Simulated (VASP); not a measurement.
# BeS (Fm-3m) in VASP: G0W0 quasiparticle levels with r2SCAN

Aim: the G0W0 quasiparticle levels of BeS with r2SCAN.

Everything below comes from runs of VASP 6.6.1. Logs are shortened: lines on timing, memory, paths and dates and some standing lists are left out, and cuts for length are marked.

### Step 1. The cell of the first run

It takes space group Fm-3m (No. 225, cubic). The conventional cell has a = 4.635 Å, b = 4.635 Å, c = 4.635 Å, α = 90.00°, β = 90.00°, γ = 90.00°. Be (site symmetry m-3m) has 6 S at 2.32 Å within 3.1 Å. S (site symmetry m-3m) has 6 Be at 2.32 Å within 3.1 Å.

### Step 2. G0W0 quasiparticle levels, r2SCAN

Contents of POSCAR:

```
BeS
1.0
    0.0000000000      2.3172972170      2.3172972170
    2.3172972170      0.0000000000      2.3172972170
    2.3172972170      2.3172972170      0.0000000000
Be S
1 1
Direct
    0.0000000000      0.0000000000      0.0000000000
    0.5000000000      0.5000000000      0.5000000000
```

Contents of INCAR.step1:

```
PREC = Accurate ; ENCUT = 500
EDIFF = 1E-8 ; ISMEAR = 0
SIGMA = 0.01 ; LREAL = F
LASPH = T ; NELM = 60
ALGO = Normal ; LWAVE = T
LCHARG = F ; METAGGA = R2SCAN
LMIXTAU = T
```

Contents of INCAR.step2:

```
PREC = Accurate ; ENCUT = 500
EDIFF = 1E-8 ; ISMEAR = 0
SIGMA = 0.01 ; LREAL = F
LASPH = T ; NELM = 1
ALGO = Exact ; LWAVE = T
LCHARG = F ; METAGGA = R2SCAN
LMIXTAU = T ; NBANDS = 140
LOPTICS = T ; ISTART = 1
```

Contents of INCAR.step3:

```
PREC = Accurate ; ENCUT = 500
EDIFF = 1E-8 ; ISMEAR = 0
SIGMA = 0.01 ; LREAL = F
LASPH = T ; ALGO = EVGW0
LWAVE = F ; LCHARG = F
METAGGA = R2SCAN ; LMIXTAU = T
NELMGW = 1 ; NBANDS = 140
ENCUTGW = 180.0 ; NOMEGA = 96
PRECFOCK = Fast ; ISTART = 1
NBANDSGW = 12 ; OMEGAMAX = 20
```

Contents of KPOINTS:

```
Automatic mesh
0
Gamma
  6 6 6
```

Potentials or basis: VASP PAW PBE potentials, release 64 (Be_GW, S_GW).

Run with:

```bash
cat potpaw_PBE.64/Be_GW/POTCAR potpaw_PBE.64/S_GW/POTCAR > POTCAR
cp INCAR.step1 INCAR
mpirun -np 1 vasp_std > vasp.out
cp INCAR.step2 INCAR
mpirun -np 1 vasp_std > vasp.out
cp INCAR.step3 INCAR
mpirun -np 1 vasp_std > vasp.out
```

OUTCAR:

```text
PREC = Accurate
   ENCUT = 500
   EDIFF = 1E-8
   ISMEAR = 0
   LREAL = F
   LASPH = T
   METAGGA = R2SCAN
   NELMGW = 1
   ENCUTGW = 180.0
   PRECFOCK = Fast
   ISTART = 1

 ion  position               nearest neighbor table
   1  0.000  0.000  0.000-   2 2.32   2 2.32   2 2.32   2 2.32   2 2.32   2 2.32
   2  0.500  0.500  0.500-   1 2.32   1 2.32   1 2.32   1 2.32   1 2.32   1 2.32

  LATTYP: Found a face centered cubic cell.
 ALAT       =     4.6345944340

  Lattice vectors:

 A1 = (   0.0000000000,   2.3172972170,   2.3172972170)
 A2 = (   2.3172972170,   0.0000000000,   2.3172972170)
 A3 = (   2.3172972170,   2.3172972170,   0.0000000000)

Analysis of symmetry for initial positions (statically):
=====================================================================
 Subroutine PRICEL returns:
 Original cell was already a primitive cell.

 Routine SETGRP: Setting up the symmetry group for a
 face centered cubic supercell.

 Subroutine GETGRP returns: Found 48 space group operations
 (whereof 48 operations were pure point group operations)
 out of a pool of 48 trial point group operations.

The static configuration has the point symmetry O_h .

Analysis of symmetry for dynamics (positions and initial velocities):
=====================================================================
 Subroutine PRICEL returns:
 Original cell was already a primitive cell.

 Routine SETGRP: Setting up the symmetry group for a
 face centered cubic supercell.

 Subroutine GETGRP returns: Found 48 space group operations
 (whereof 48 operations were pure point group operations)
 out of a pool of 48 trial point group operations.

The dynamic configuration has the point symmetry O_h .

 Subroutine INISYM returns: Found 48 space group operations
 (whereof 48 operations are pure point group operations),
 and found     1 'primitive' translations

----------------------------------------------------------------------------------------

                                     Primitive cell

  volume of cell :      24.8872

  direct lattice vectors                    reciprocal lattice vectors
     0.000000000  2.317297217  2.317297217    -0.215768610  0.215768610  0.215768610
     2.317297217  0.000000000  2.317297217     0.215768610 -0.215768610  0.215768610
     2.317297217  2.317297217  0.000000000     0.215768610  0.215768610 -0.215768610

  length of vectors
     3.277153152  3.277153152  3.277153152     0.373722196  0.373722196  0.373722196

  position of ions in fractional coordinates (direct lattice)
     0.000000000  0.000000000  0.000000000
     0.500000000  0.500000000  0.500000000

  ion indices of the primitive-cell ions
   primitive index   ion index
                 1           1
                 2           2

----------------------------------------------------------------------------------------

 KPOINTS: Automatic mesh

Automatic generation of k-mesh.
 Grid dimensions read from file:
 generate k-points for:    6    6    6

 Generating k-lattice:

  Cartesian coordinates                     Fractional coordinates (reciprocal lattice)
    -0.035961435  0.035961435  0.035961435     0.166666667  0.000000000  0.000000000
     0.035961435 -0.035961435  0.035961435     0.000000000  0.166666667  0.000000000
     0.035961435  0.035961435 -0.035961435     0.000000000  0.000000000  0.166666667

  Length of vectors
     0.062287033  0.062287033  0.062287033

  Shift w.r.t. Gamma in fractional coordinates (k-lattice)
     0.000000000  0.000000000  0.000000000

 Subroutine IBZKPT returns following result:
 ===========================================

 Found     16 irreducible k-points:

 Following reciprocal coordinates:
            Coordinates               Weight
  0.000000  0.000000  0.000000      1.000000
  0.166667  0.000000  0.000000      8.000000
  0.333333  0.000000  0.000000      8.000000
  0.500000  0.000000  0.000000      4.000000
  0.166667  0.166667  0.000000      6.000000
  0.333333  0.166667  0.000000     24.000000
[... 8 lines left out ...]
 -0.333333  0.333333  0.166667     24.000000
 -0.333333  0.500000  0.166667     12.000000
   k-points           NKPTS =     16   k-points in BZ     NKDIM =    216   number of bands    NBANDS=    140
   number of dos      NEDOS =    301   number of ions     NIONS =      2
   total plane-waves  NPLWV =  13824
   dimension x,y,z NGX =    24 NGY =   24 NGZ =   24
   dimension x,y,z NGXF=    48 NGYF=   48 NGZF=   48
   ions per type =               1   1
   NGX,Y,Z   is equivalent  to a cutoff of  12.17, 12.17, 12.17 a.u.
   NGXF,Y,Z  is equivalent  to a cutoff of  24.35, 24.35, 24.35 a.u.
 SYSTEM =  unknown system
   PREC   = accura    normal or accurate (medium, high low for compatibility)
   ISTART =      1    job   : 0-new  1-cont  2-samecut
   ICHARG =      0    charge: 1-file 2-atom 10-const
   ISPIN  =      1    spin polarized calculation?
   LNONCOLLINEAR =      F non collinear calculations
   LSORBIT =      F    spin-orbit coupling
   LASPH  =      T    aspherical Exc in radial PAW
   ENCUT  =  500.0 eV  36.75 Ry    6.06 a.u.   5.98  5.98  5.98*2*pi/ulx,y,z
   NELM   =     60;   NELMIN=  2; NELMDL=  0     # of ELM steps
   EDIFF  = 0.1E-07   stopping-criterion for ELM
   LREAL  =      F    real-space projection
   EDIFFG = 0.1E-06   stopping-criterion for IOM
   NSW    =      0    number of steps for IOM
   IBRION =     -1    ionic relax: 0-MD 1-quasi-New 2-CG
   NFREE  =      0    steps in history (QN), initial steepest desc. (CG)
   ISIF   =      0    stress and relaxation
   ISYM   =      3    0-nonsym 1-usesym 2-fastsym
   POTIM  = 0.5000    time-step for ionic-motion
   TEBEG  =    0.0;   TEEND  =   0.0 temperature during run
   PSTRESS=    0.0 pullay stress
   NELECT =       8.0000    total number of electrons
   NUPDOWN=      -1.0000    fix difference up-down
   EMIN   =  10.00;   EMAX   =-10.00  energy-range for DOS
   EFERMI =   0.00;   METHOD = LEGACY
   ISMEAR =     0;   SIGMA  =   0.01  broadening in eV -4-tet -1-fermi 0-gaus
   EFERMI_NEDOS =   21; number of points for ismear=-14 and -15
   IALGO  =     38    algorithm
   IMIX   =      4    mixing-type and parameters
     AMIX     =   0.40;   BMIX     =  1.00
     AMIX_MAG =   1.60;   BMIX_MAG =  1.00
  volume/ion in A,a.u.               =      12.44        83.97
  Fermi-wavevector in a.u.,A,eV,Ry     =   1.121450  2.119232 17.111356  1.257649
  Thomas-Fermi vector in A             =   2.258103
   LORBIT       =      0    0 simple, 1 ext, 2 COOP (PROOUT), +10 PAW based schemes
   METAGGA = R2SCAN    functional components
   LHFCALC =     T    Hartree Fock is set to
   PRECFOCK=fast      Normal, Fast or Accurate (Low or Medium for compatibility)
   ENCUT4O =  -1.0   cutoff for four orbital integrals eV
   NKREDX  =     1    reduce k-point grid by
   NKREDY  =     1    reduce k-point grid by
   NKREDZ  =     1    reduce k-point grid by
   AEXX    =    1.0000 exact exchange contribution
   HFSCREEN=    0.0000 screening length (either q_TF or 0.3 A-1)
   HFSCREENC=   0.0000 screening length for correlation (either q_TF or 0.3 A-1)
   ENCUTFOCK=  -1.0 apply spherical cutoff to Coloumb kernel
   IVDW    =     0    specifies the selected vdW correction
   LEPSILON=     F    determine dielectric tensor
   LRPA    =     F    only Hartree local field effects (RPA)
   LRPAFORCE           =     F    calculate RPA forces
   ENCUTGW             = 180.0    cutoff for response function in eV
   ENCUTGWSOFT         = 144.0    soft cutoff for Coulomb kernel in GW response function in eV
   ENCUTLF             =  -1.0    cutoff for local field effects
   NELMGW              =     1    number of iterations in solving QP/BSE equation
   NELMHF              =     1    number of iterations in the inner HF iteration
   NKREDLFX            =     1    NKREDLFY  =   1   NKREDLFZ  =   1
 non-spin polarized calculation
 Gauss-broadening in eV      SIGMA  =   0.01
  energy-cutoff  :      500.00
  volume of cell :       24.89
 maximum number of plane-waves:       641
  NGX = 14; NGY = 14; NGZ = 14
   NGX = 11   NGY = 11   NGZ = 11
 maximum number of plane-waves:       144

 QP shifts <psi_nk| G(iteration)W_0 |psi_nk>: iteration 1
 for sc-GW calculations column KS-energies equals QP-energies in previous step
 and V_xc(KS)=  KS-energies - (<T + V_ion + V_H > + <T+V_H+V_ion>^1  + <V_x>^1)

 k-point   1 :       0.0000    0.0000    0.0000
  band No.  KS-energies  QP-energies   sigma(KS)   V_xc(KS)     V^pw_x(r,r')   Z            occupation Imag(sigma)

      1      -9.7472      -9.9766     -13.8874     -13.5598     -21.3623       0.7000       2.0000       1.5347
      2       5.7357       5.1251     -14.4959     -13.7160     -16.0750       0.7829       2.0000       0.0232
      3       5.7357       5.1251     -14.4959     -13.7160     -16.0750       0.7829       2.0000       0.0232
      4       5.7357       5.1251     -14.4959     -13.7160     -16.0750       0.7829       2.0000       0.0232
      5      12.2279      12.0142     -11.1716     -10.8975      -6.0934       0.7797       0.0000      -0.0829
      6      15.3079      15.4874     -10.3471     -10.5730      -5.3145       0.7942       0.0000      -0.1000
      7      15.3079      15.4874     -10.3471     -10.5730      -5.3145       0.7942       0.0000      -0.1000
      8      15.3079      15.4874     -10.3471     -10.5730      -5.3145       0.7942       0.0000      -0.1000
      9      16.6743      16.3601      -9.7867      -9.3671      -3.3070       0.7489       0.0000      -0.3002
     10      16.6743      16.3601      -9.7867      -9.3671      -3.3070       0.7489       0.0000      -0.3002
     11      16.6743      16.3601      -9.7867      -9.3671      -3.3070       0.7489       0.0000      -0.3002
     12      18.5026      18.7158     -11.4140     -11.6902      -5.4660       0.7718       0.0000      -0.2821

 k-point   2 :       0.1667    0.0000    0.0000
  band No.  KS-energies  QP-energies   sigma(KS)   V_xc(KS)     V^pw_x(r,r')   Z            occupation Imag(sigma)
[... 225 lines left out ...]
      1      -6.2794      -6.4015     -14.9171     -14.7516     -21.4917       0.7373       2.0000       1.0445
      2      -0.3037      -0.9328     -12.8237     -11.9664     -16.3208       0.7337       2.0000       0.1661
      3       1.4089       0.7587     -13.1479     -12.2811     -15.9576       0.7502       2.0000       0.0846
      4       2.1308       1.4967     -13.1159     -12.2779     -15.5636       0.7566       2.0000       0.0626
      5       9.5871       9.6731     -10.7847     -10.8936      -6.5221       0.7898       0.0000      -0.0571
      6      13.4909      13.5470     -10.3172     -10.3875      -5.4888       0.7968       0.0000      -0.0773
      7      14.3783      14.4105     -10.7834     -10.8256      -5.1480       0.7610       0.0000      -0.1588
      8      18.4499      18.4392     -11.5033     -11.4894      -5.3488       0.7651       0.0000      -0.2589
      9      19.6592      19.2985     -10.6289     -10.1471      -3.6178       0.7488       0.0000      -0.5307
     10      21.8096      21.4390     -10.2636      -9.7844      -3.1806       0.7734       0.0000      -0.7104
     11      24.4684      24.6191     -12.1951     -12.3966      -4.8409       0.7477       0.0000      -0.6177
     12      25.6630      25.5117     -11.8655     -11.6678      -4.2878       0.7654       0.0000      -1.1012
```

Wall time 14 min (1 thread of Intel Xeon 8259CL, shared host); peak memory 0.62 GiB.

Results:

```
Quasiparticle gap                                   : 1.98 eV
Least direct quasiparticle gap                      : 5.31 eV
Band gap of the starting levels on the mesh         : 1.35 eV
Least direct gap of the starting levels on the mesh : 4.60 eV
```

Caveat: the k points lie up to 0.39 Å⁻¹ apart; bands, screening cutoff and mesh are small and nothing is extrapolated, so the quasiparticle values aren't converged; the structure was generated, so it needn't be the stable form of BeS.
